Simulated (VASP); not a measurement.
# NaTaO (P-6m2) in VASP: notebook

Runs on NaTaO. Level: PBE. Tasks: relaxation of cell and atoms.

All numbers are computed with VASP 6.6.1; they aren't measurements. Logs are shortened: lines on timing, memory, paths and dates and some standing lists are left out, and cuts for length are marked.

### Step 1. The cell of the first run

The structure is hexagonal, space group P-6m2 (No. 187). Conventional cell: a = 3.717 Å, b = 3.717 Å, c = 4.021 Å, α = 90.00°, β = 90.00°, γ = 120.00°. Within 4.1 Å of Na (site symmetry -6m2) lie 6 Ta at 2.94 Å and 6 O at 2.94 Å and 8 Na at 3.72 to 4.02 Å. Within 2.8 Å of Ta (site symmetry -6m2) lie 3 O at 2.15 Å. O (site symmetry -6m2) has 3 Ta at 2.15 Å within 2.8 Å.

The cell was generated, and may not be a known phase.

### Step 2. Relaxation of cell and atoms, PBE

File INCAR:

```
SYSTEM = NaTaO
  ALGO = Normal
  EDIFF = 1E-7
  EDIFFG = -0.08
  ENCUT = 1130
  GGA = PE
  GGA_COMPAT = .FALSE.
  IBRION = 2
  ISIF = 3
  ISMEAR = 0
  LASPH = .TRUE.
  LCHARG = .FALSE.
  LREAL = .FALSE.
  LWAVE = .FALSE.
  NELM = 120
  NELMIN = 4
  NSW = 36
  PREC = Accurate
  SIGMA = 0.2
```

File KPOINTS:

```
k-points
0
G
  6 6 5
  0 0 0
```

File POSCAR:

```
NaTaO
1.0
    3.7174130700      0.0000000000      0.0000000000
   -1.8587065300      3.2193741500      0.0000000000
    0.0000000000      0.0000000000      4.0209996200
Na Ta O
1 1 1
Direct
    0.0000000000      0.0000000000      0.0000000000
    0.6666666700      0.3333333300      0.5000000000
    0.3333333300      0.6666666700      0.5000000000
```

Potentials or basis: VASP PAW PBE potentials, release 64 (Na_sv, Ta_sv_GW, O).

Started as:

```console
$ cat potpaw_PBE.64/Na_sv/POTCAR potpaw_PBE.64/Ta_sv_GW/POTCAR potpaw_PBE.64/O/POTCAR > POTCAR
$ mpirun -np 1 vasp_std > vasp.out
```

OUTCAR:

```text
SYSTEM = NaTaO
   EDIFF = 1E-7
   EDIFFG = -0.08
   ENCUT = 1130
   GGA = PE
   IBRION = 2
   ISIF = 3
   ISMEAR = 0
   LASPH = .TRUE.
   LREAL = .FALSE.
   NELM = 120
   NELMIN = 4
   NSW = 36
   PREC = Accurate

 ion  position               nearest neighbor table
   1  0.000  0.000  0.000-
   2  0.667  0.333  0.500-   3 2.15   3 2.15   3 2.15
   3  0.333  0.667  0.500-   2 2.15   2 2.15   2 2.15

  LATTYP: Found a hexagonal cell.
 ALAT       =     3.7174130700
 C/A-ratio  =     1.0816660791

  Lattice vectors:

 A1 = (   3.7174130700,   0.0000000000,   0.0000000000)
 A2 = (  -1.8587065300,   3.2193741500,   0.0000000000)
 A3 = (   0.0000000000,   0.0000000000,   4.0209996200)

Analysis of symmetry for initial positions (statically):
=====================================================================
 Subroutine PRICEL returns:
 Original cell was already a primitive cell.

 Routine SETGRP: Setting up the symmetry group for a
 hexagonal supercell.

 Subroutine GETGRP returns: Found 12 space group operations
 (whereof 12 operations were pure point group operations)
 out of a pool of 24 trial point group operations.

The static configuration has the point symmetry D_3h.

Analysis of symmetry for dynamics (positions and initial velocities):
=====================================================================
 Subroutine PRICEL returns:
 Original cell was already a primitive cell.

 Routine SETGRP: Setting up the symmetry group for a
 hexagonal supercell.

 Subroutine GETGRP returns: Found 12 space group operations
 (whereof 12 operations were pure point group operations)
 out of a pool of 24 trial point group operations.

The dynamic configuration has the point symmetry D_3h.

 Subroutine INISYM returns: Found 12 space group operations
 (whereof 12 operations are pure point group operations),
 and found     1 'primitive' translations

----------------------------------------------------------------------------------------

                                     Primitive cell

  volume of cell :      48.1223

  direct lattice vectors                    reciprocal lattice vectors
     3.717413070  0.000000000  0.000000000     0.269004273  0.155309689  0.000000000
    -1.858706530  3.219374150  0.000000000     0.000000000  0.310619379  0.000000000
     0.000000000  0.000000000  4.020999620     0.000000000  0.000000000  0.248694378

[... 64 lines left out ...]
   number of dos      NEDOS =    301   number of ions     NIONS =      3
   total plane-waves  NPLWV =  84672
   dimension x,y,z NGX =    42 NGY =   42 NGZ =   48
   dimension x,y,z NGXF=    84 NGYF=   84 NGZF=   96
   ions per type =               1   1   1
   NGX,Y,Z   is equivalent  to a cutoff of  18.78, 18.78, 19.85 a.u.
   NGXF,Y,Z  is equivalent  to a cutoff of  37.57, 37.57, 39.69 a.u.
 SYSTEM =  NaTaO
   PREC   = accura    normal or accurate (medium, high low for compatibility)
   ISTART =      0    job   : 0-new  1-cont  2-samecut
   ICHARG =      2    charge: 1-file 2-atom 10-const
   ISPIN  =      1    spin polarized calculation?
   LNONCOLLINEAR =      F non collinear calculations
   LSORBIT =      F    spin-orbit coupling
   LASPH  =      T    aspherical Exc in radial PAW
   ENCUT  = 1130.0 eV  83.05 Ry    9.11 a.u.  10.19 10.19 11.02*2*pi/ulx,y,z
   NELM   =    120;   NELMIN=  4; NELMDL= -5     # of ELM steps
   EDIFF  = 0.1E-06   stopping-criterion for ELM
   LREAL  =      F    real-space projection
   EDIFFG = -.8E-01   stopping-criterion for IOM
   NSW    =     36    number of steps for IOM
   IBRION =      2    ionic relax: 0-MD 1-quasi-New 2-CG
   NFREE  =      1    steps in history (QN), initial steepest desc. (CG)
   ISIF   =      3    stress and relaxation
   ISYM   =      2    0-nonsym 1-usesym 2-fastsym
   POTIM  = 0.5000    time-step for ionic-motion
   TEBEG  =    0.0;   TEEND  =   0.0 temperature during run
   PSTRESS=    0.0 pullay stress
   NELECT =      28.0000    total number of electrons
   NUPDOWN=      -1.0000    fix difference up-down
   EMIN   =  10.00;   EMAX   =-10.00  energy-range for DOS
   EFERMI =   0.00;   METHOD = LEGACY
   ISMEAR =     0;   SIGMA  =   0.20  broadening in eV -4-tet -1-fermi 0-gaus
   EFERMI_NEDOS =   21; number of points for ismear=-14 and -15
   IALGO  =     38    algorithm
   IMIX   =      4    mixing-type and parameters
     AMIX     =   0.40;   BMIX     =  1.00
     AMIX_MAG =   1.60;   BMIX_MAG =  1.00
  volume/ion in A,a.u.               =      16.04       108.25
  Fermi-wavevector in a.u.,A,eV,Ry     =   1.366717  2.582721 25.414548  1.867917
  Thomas-Fermi vector in A             =   2.492833
   LORBIT       =      0    0 simple, 1 ext, 2 COOP (PROOUT), +10 PAW based schemes
   GGA     = PE    functional components
   LHFCALC =     F    Hartree Fock is set to
   AEXX    =    0.0000 exact exchange contribution
   IVDW    =     0    specifies the selected vdW correction
   LEPSILON=     F    determine dielectric tensor
   LRPA    =     F    only Hartree local field effects (RPA)
 conjugate gradient relaxation of ions
 non-spin polarized calculation
 Gauss-broadening in eV      SIGMA  =   0.20
  energy-cutoff  :     1130.00
  volume of cell :       48.12
 maximum number of plane-waves:      4174
 NGX is ok and might be reduce to    42
   NGX = 21   NGY = 21   NGZ = 23

--------------------------------------- Ionic step        1  -------------------------------------------

 number of electron      27.9999999 magnetization

 Free energy of the ion-electron system (eV)
  ---------------------------------------------------
  ext. energy  EPLUGINS =         0.00000000
  ---------------------------------------------------
  free energy    TOTEN  =       -21.04195146 eV

  energy without entropy =      -20.97820339  energy(sigma->0) =      -21.01007743

------------------------ aborting loop because EDIFF is reached ----------------------------------------

  FORCE on cell =-STRESS in cart. coord.  units (eV):
  Direction    XX          YY          ZZ          XY          YZ          ZX
  --------------------------------------------------------------------------------------
  -------------------------------------------------------------------------------------
  Total       -3.2177556     -3.2177556      4.7723945     -0.0000000      0.0000000     -0.0000000
  in kB     -107.1315361   -107.1315358    158.8914809     -0.0000002      0.0000000     -0.0000000
  external PRESSURE =     -18.4571970 kB  Pullay stress =       0.0000000 kB
[... 1179 lines left out ...]
--------------------------------------- Ionic step        9  -------------------------------------------

 number of electron      28.0000008 magnetization

 Free energy of the ion-electron system (eV)
  ---------------------------------------------------
  ext. energy  EPLUGINS =         0.00000000
  ---------------------------------------------------
  free energy    TOTEN  =       -22.60045505 eV

  energy without entropy =      -22.56844966  energy(sigma->0) =      -22.58445235

 E-fermi :   4.8125     XC(G=0):  -9.4416

 val. band max:        4.6887432337   @ k =   0.3333   0.1667   0.4000
 cond. band min:       4.8239803750   @ k =   0.5000   0.0000   0.4000
 fundamental gap:      0.1352371412
 Fermi energy:         4.8125017509
[... 469 lines left out ...]
  FREE ENERGIE OF THE ION-ELECTRON SYSTEM (eV)
  ---------------------------------------------------
  free  energy   TOTEN  =       -22.6004550498 eV

  energy  without entropy=      -22.5684496580  energy(sigma->0) =      -22.58445235

 reached required accuracy - stopping structural energy minimisation
```

Run time: 6.9 min. Hardware: 1 thread of Intel Xeon Platinum 8488C (Sapphire Rapids), shared host; peak memory 0.38 GiB.

Results:

```yaml
Free_energy: -22.6005 eV
Relaxed_volume: 19.54 Å³/atom
Relaxed_cell: a = 3.447 Å, b = 3.447 Å, c = 5.698 Å, α = 90.00°, β = 90.00°, γ = 120.00°
Space_group_after_relaxing_to_0.1_Å: P-6m2 (No. 187)
Energy_gained_by_relaxing: 519.5 meV/atom
Ionic_steps: 9
Pressure_after_relaxing: -0.1 GPa
Band_gap_on_the_k_mesh: zero (bands 14 and 15 overlap by 1.75 eV)
```

Step by step:
| step | energy change (eV) | largest force (eV/Å) | pressure (GPa) | volume (Å³) |
| --- | --- | --- | --- | --- |
| 1 | 0.0000 | 0.0000 | -1.85 | 48.12 |
| 2 | -0.5795 | 0.0000 | 8.36 | 46.59 |
| 3 | -0.6428 | 0.0000 | 24.15 | 44.83 |
| 4 | -0.6935 | 0.0000 | 18.62 | 45.38 |
| 5 | -0.9418 | 0.0000 | 16.79 | 47.12 |
| 6 | -1.3279 | 0.0000 | 13.71 | 52.06 |
| 7 | -1.3311 | 0.0000 | 13.29 | 53.28 |
| 8 | -1.5534 | 0.0000 | 1.64 | 57.74 |
| 9 | -1.5585 | 0.0000 | -0.10 | 58.63 |

Final structure:
```yaml
crystal:
  lattice:
    - [3.44708, 0.00000, 0.00000]
    - [-1.72354, 2.98526, 0.00000]
    - [0.00000, 0.00000, 5.69789]
  atoms:
    - { symbol: Na, position: [0.00000, 0.00000, 0.00000] }
    - { symbol: Ta, position: [0.66667, 0.33333, 0.50000] }
    - { symbol: O, position: [0.33333, 0.66667, 0.50000] }
```

Levels at points of the mesh, in eV from the Fermi level:
```csv
k point,band 12,band 13,band 14,band 15,band 16,band 17
"(0.00, 0.00, 0.00)",-6.19,-3.75,0.85,1.23,1.23,2.11
"(0.50, 0.00, 0.00)",-6.61,-1.25,-0.32,0.56,0.65,2.66
```

Caveat: the volume moved by over 15 % at a fixed basis, so the end points are rough; spin-orbit coupling is left out, which moves the levels of the heavy elements.

### Step 3. Relaxation of cell and atoms, PBE

This run uses another cell than the first one, of 16.00 Å³/atom.

File INCAR:

```
PREC = Accurate
ENCUT = 1130
EDIFF = 1E-7
ISMEAR = 0
SIGMA = 0.2
LREAL = F
LASPH = T
NELM = 120
ALGO = Normal
ISIF = 3
LWAVE = F
LCHARG = F
GGA = PE
IBRION = 2
NSW = 36
EDIFFG = -0.08
GGA_COMPAT = F
NELMIN = 4
```

File KPOINTS:

```
regular mesh
0
Gamma
  6 6 5
```

File POSCAR:

```
NaTaO
1.0
    3.7477107600      0.0000000000      0.0000000000
   -1.8738553800      3.2456127200      0.0000000000
    0.0000000000      0.0000000000      3.9472649300
Na Ta O
1 1 1
Direct
    0.0000000000      0.0000000000      0.5000000000
    0.6666666700      0.3333333300      0.0000000000
    0.0000000000      0.0000000000      0.0000000000
```

Potentials or basis: VASP PAW PBE potentials, release 64 (Na_sv, Ta_sv_GW, O).

Started as:

```console
$ cat potpaw_PBE.64/Na_sv/POTCAR potpaw_PBE.64/Ta_sv_GW/POTCAR potpaw_PBE.64/O/POTCAR > POTCAR
$ mpirun -np 1 vasp_std > vasp.out
```

Wall time 7.8 min (1 thread of AMD EPYC 7R43 (Zen 3), shared host); peak memory 0.32 GiB.

It converged, with:

```
Free energy                           : -22.6943 eV
Relaxed volume                        : 19.03 Å³/atom
Relaxed cell                          : a = 3.452 Å, b = 3.452 Å, c = 5.532 Å, α = 90.00°, β = 90.00°, γ = 120.00°
Space group after relaxing (to 0.1 Å) : P-6m2 (No. 187)
Energy gained by relaxing             : 635.8 meV/atom
Ionic steps                           : 6
Pressure after relaxing               : -0.1 GPa
Band gap on the k mesh                : zero (bands 14 and 15 overlap by 1.75 eV)
```

Stress tensor (GPa, compression positive):
```
-0.03  0.00  0.00
 0.00 -0.03  0.00
 0.00  0.00 -0.36
```

Step by step:
| step | energy change (eV) | largest force (eV/Å) | pressure (GPa) | volume (Å³) |
| --- | --- | --- | --- | --- |
| 1 | 0.0000 | 0.0000 | 2.92 | 48.01 |
| 2 | -1.4427 | 0.0000 | 4.90 | 49.24 |
| 3 | -1.6330 | 0.0000 | 13.76 | 49.25 |
| 4 | -1.7697 | 0.0000 | -7.75 | 62.38 |
| 5 | -1.8993 | 0.0000 | -0.76 | 56.56 |
| 6 | -1.9073 | 0.0000 | -0.14 | 57.09 |

Final structure:
```
CELL_PARAMETERS angstrom
3.45217 0.00000 0.00000
-1.72609 2.98967 0.00000
0.00000 0.00000 5.53164
ATOMIC_POSITIONS crystal
Na 0.00000 0.00000 0.50000
Ta 0.66667 0.33333 0.00000
O 0.00000 0.00000 0.00000
```

Levels at points of the mesh, in eV from the Fermi level:
```
           k point  band 12  band 13  band 14  band 15  band 16  band 17
(0.00, 0.00, 0.00)    -6.37    -3.73     0.92     1.18     1.18     2.46
(0.50, 0.00, 0.00)    -6.71    -1.28    -0.29     0.52     0.63     2.85
```

Caveat: the volume moved by over 15 % at a fixed basis, so the end points are rough; spin-orbit coupling is left out, which moves the levels of the heavy elements.

The gap in the log of VASP goes by the Fermi energy; the results here count the filled bands.